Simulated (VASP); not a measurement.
# Ir (I4/mmm) in VASP: a series of runs, part 3 of 3

VASP 6.6.1.

### Step 5. Single point, PBE

This run uses another cell than the first one, of the same volume but with other edges.

INCAR reads:

```
SYSTEM = Ir
  ALGO = Fast
  EDIFF = 1E-6
  ENCUT = 520
  GGA = PE
  ISIF = 2
  ISMEAR = 0
  LASPH = .TRUE.
  LCHARG = .FALSE.
  LREAL = .FALSE.
  LWAVE = .FALSE.
  NBANDS = 10
  NELM = 60
  PREC = Accurate
  SIGMA = 0.15
```

KPOINTS reads:

```
k-points
0
G
  24 24 24
  0 0 0
```

POSCAR reads:

```
Ir
1.0
    0.0000000000      2.0854598384      1.6266586740
    2.0854598384      0.0000000000      1.6266586740
    2.0854598384      2.0854598384      0.0000000000
Ir
1
Direct
    0.0000000000      0.0000000000      0.0000000000
```

Potentials or basis: VASP PAW PBE potentials, release 64 (Ir).

Run with:

```console
$ cat potpaw_PBE.64/Ir/POTCAR > POTCAR
$ mpirun -np 1 vasp_std > vasp.out
```

OUTCAR:

```text
SYSTEM = Ir
   EDIFF = 1E-6
   ENCUT = 520
   GGA = PE
   ISIF = 2
   ISMEAR = 0
   LASPH = .TRUE.
   LREAL = .FALSE.
   NELM = 60
   PREC = Accurate

 ion  position               nearest neighbor table
   1  0.000  0.000  0.000-

  LATTYP: Found a body centered tetragonal cell.
 ALAT       =     2.9492855872
 C/A-ratio  =     1.1030865787

  Lattice vectors:

 A1 = (   0.0000000000,  -2.0854598384,  -1.6266586740)
 A2 = (   0.0000000000,   2.0854598384,  -1.6266586740)
 A3 = (   2.0854598384,   0.0000000000,   1.6266586740)

Analysis of symmetry for initial positions (statically):
=====================================================================
 Subroutine PRICEL returns:
 Original cell was already a primitive cell.

 Routine SETGRP: Setting up the symmetry group for a
 body centered tetragonal supercell.

 Subroutine GETGRP returns: Found 16 space group operations
 (whereof 16 operations were pure point group operations)
 out of a pool of 16 trial point group operations.

The static configuration has the point symmetry D_4h.

Analysis of symmetry for dynamics (positions and initial velocities):
=====================================================================
 Subroutine PRICEL returns:
 Original cell was already a primitive cell.

 Routine SETGRP: Setting up the symmetry group for a
 body centered tetragonal supercell.

 Subroutine GETGRP returns: Found 16 space group operations
 (whereof 16 operations were pure point group operations)
 out of a pool of 16 trial point group operations.

The dynamic configuration has the point symmetry D_4h.

 Subroutine INISYM returns: Found 16 space group operations
 (whereof 16 operations are pure point group operations),
 and found     1 'primitive' translations

----------------------------------------------------------------------------------------

[... 108 lines left out ...]
   IMIX   =      4    mixing-type and parameters
     AMIX     =   0.40;   BMIX     =  1.00
     AMIX_MAG =   1.60;   BMIX_MAG =  1.00
  volume/ion in A,a.u.               =      14.15        95.48
  Fermi-wavevector in a.u.,A,eV,Ry     =   1.407923  2.660589 26.970118  1.982248
  Thomas-Fermi vector in A             =   2.530133
   LORBIT       =      0    0 simple, 1 ext, 2 COOP (PROOUT), +10 PAW based schemes
   GGA     = PE    functional components
   LHFCALC =     F    Hartree Fock is set to
   AEXX    =    0.0000 exact exchange contribution
   IVDW    =     0    specifies the selected vdW correction
   LEPSILON=     F    determine dielectric tensor
   LRPA    =     F    only Hartree local field effects (RPA)
 non-spin polarized calculation
 RMM-DIIS sequential band-by-band and
 Gauss-broadening in eV      SIGMA  =   0.15
  energy-cutoff  :      520.00
  volume of cell :       14.15
 maximum number of plane-waves:       398
   NGX =  9   NGY =  9   NGZ = 11

 number of electron       9.0000001 magnetization

 Free energy of the ion-electron system (eV)
  ---------------------------------------------------
  ext. energy  EPLUGINS =         0.00000000
  ---------------------------------------------------
  free energy    TOTEN  =        -8.33174967 eV

  energy without entropy =       -8.31321417  energy(sigma->0) =       -8.32248192

 E-fermi :  10.2113     XC(G=0): -13.9730

 val. band max:       10.2112039909   @ k =   0.3750   0.1667   0.0417
 cond. band min:      10.2125851938   @ k =   0.3333   0.0000   0.1667
 fundamental gap:      0.0013812030
 Fermi energy:        10.2113105248

 k-point     1 :       0.0000    0.0000    0.0000
  band No.  band energies     occupation
      1      -0.7062      2.00000
      2       6.1805      2.00000
      3       6.1805      2.00000
      4       7.1148      2.00000
      5       8.6948      2.00000
      6      10.1465      1.45865
      7      25.8993      0.00000
      8      27.8923      0.00000
      9      27.8923      0.00000
     10      37.2063      0.00000
[... 287 lines left out ...]
 k-point    24 :       0.4583    0.0417    0.0000
  band No.  band energies     occupation
      1       2.4349      2.00000
      2       5.0343      2.00000
      3       8.5390      2.00000
      4       8.7659      2.00000
      5      10.9055      0.00000
      6      12.1463      0.00000
      7      18.6113      0.00000
      8      23.9213      0.00000
      9      28.2938      0.00000
     10      33.8986      0.00000

 [... further k-points ...]
[... 5 lines left out ...]
  --------------------------------------------------------------------------------------
  -------------------------------------------------------------------------------------
  Total        0.3041130      0.3041130      4.5709372      0.0000000      0.0000000     -0.0000000
  in kB       34.4362251     34.4362251    517.5898441      0.0000000      0.0000000     -0.0000000
  external PRESSURE =     195.4874314 kB  Pullay stress =       0.0000000 kB

 VOLUME and BASIS-vectors are now :
 -----------------------------------------------------------------------------
  energy-cutoff  :      520.00
  volume of cell :       14.15
      direct lattice vectors                 reciprocal lattice vectors
     0.000000000  2.085459838  1.626658674    -0.239755276  0.239755276  0.307378559
     2.085459838  0.000000000  1.626658674     0.239755276 -0.239755276  0.307378559
     2.085459838  2.085459838  0.000000000     0.239755276  0.239755276 -0.307378559

 POSITION                                       TOTAL-FORCE (eV/Angst)
 -----------------------------------------------------------------------------------
      0.00000      0.00000      0.00000         0.000000     -0.000000      0.000000
 -----------------------------------------------------------------------------------
    total drift:                               -0.000000     -0.000000      0.000000

  FREE ENERGIE OF THE ION-ELECTRON SYSTEM (eV)
  ---------------------------------------------------
  free  energy   TOTEN  =        -8.3317496661 eV

  energy  without entropy=       -8.3132141677  energy(sigma->0) =       -8.32248192
```

OSZICAR:

```text
N       E                     dE             d eps       ncg     rms          rms(c)
DAV:   1     0.485496358781E+02    0.48550E+02   -0.43727E+03 21462   0.819E+02
DAV:   2    -0.791848944224E+01   -0.56468E+02   -0.54043E+02 21852   0.197E+02
DAV:   3    -0.881201340486E+01   -0.89352E+00   -0.88841E+00 24556   0.301E+01
DAV:   4    -0.882035372332E+01   -0.83403E-02   -0.83384E-02 24166   0.270E+00
DAV:   5    -0.882052203200E+01   -0.16831E-03   -0.16830E-03 24586   0.370E-01    0.160E+01
RMM:   6    -0.841378710472E+01    0.40673E+00   -0.31129E-01 22068   0.699E+00    0.700E+00
RMM:   7    -0.833555150980E+01    0.78236E-01   -0.14713E-01 22652   0.360E+00    0.177E+00
RMM:   8    -0.833163604057E+01    0.39155E-02   -0.17005E-02 24783   0.186E+00    0.413E-01
RMM:   9    -0.833183996027E+01   -0.20392E-03   -0.34121E-03 26717   0.468E-01    0.197E-01
RMM:  10    -0.833173220032E+01    0.10776E-03   -0.81699E-04 24677   0.401E-01    0.116E-01
RMM:  11    -0.833174925722E+01   -0.17057E-04   -0.17898E-04 27680   0.101E-01    0.236E-02
RMM:  12    -0.833174987807E+01   -0.62085E-06   -0.20876E-05 26007   0.510E-02    0.140E-02
RMM:  13    -0.833174951650E+01    0.36158E-06   -0.10174E-05 21313   0.229E-02    0.336E-03
RMM:  14    -0.833174966614E+01   -0.14965E-06   -0.10119E-06 14195   0.107E-02
   1 F= -.83317497E+01 E0= -.83224819E+01  d E =-.185355E-01
```

stdout:

```text
POSCAR found type information on POSCAR Ir
 POSCAR found :  1 types and       1 ions
 scaLAPACK will be used
 LDA part: xc-table for (Slater+PW92), standard interpolation
 POSCAR, INCAR and KPOINTS ok, starting setup
 FFT: planning ... GRIDC
 FFT: planning ... GRID_SOFT
 FFT: planning ... GRID
 WAVECAR not read
 entering main loop
```

Run time: 2.3 min. Hardware: 1 thread of Intel Xeon Platinum 8488C (Sapphire Rapids), shared host; peak memory 0.27 GiB.

Results:

| Quantity | Value |
| --- | --- |
| Free energy | -8.3317 eV |
| Pressure | 19.5 GPa |

Caveat: spin-orbit coupling is left out, which moves the levels of the heavy elements.

### Step 6. Overview

```tsv
cell	further INCAR settings	gap on the mesh (eV)	pressure (GPa)
a = 2.962, b = 2.962, c = 2.419 Å, angles 65.9, 65.9, 48.2°, 1 atom	ALGO = Fast; EDIFF = 1e-06; NBANDS = 10	none	42.7
a = 2.660, b = 2.660, c = 2.866 Å, angles 57.4, 57.4, 65.2°, 1 atom	ALGO = Fast; EDIFF = 1e-07; NBANDS = 10	none	14.6
a = 2.822, b = 2.822, c = 2.555 Å, angles 63.1, 63.1, 53.8°, 1 atom	ALGO = Fast; EDIFF = 1e-06; NBANDS = 10	none	18.7
a = 2.645, b = 2.645, c = 2.949 Å, angles 56.1, 56.1, 67.8°, 1 atom	ALGO = Fast; EDIFF = 1e-06; NBANDS = 10	none	19.5
```

Alike in all rows: task single point; level PBE; potentials or basis VASP PAW PBE potentials, release 64 (Ir); no spin polarisation; k mesh 24 × 24 × 24; cutoff (eV) 520; smearing gaussian 0.15 eV.

Caveats: spin-orbit coupling is left out, which moves the levels of the heavy elements.

Total energies depend on the potentials used, so only differences within one code and one set of settings carry meaning.
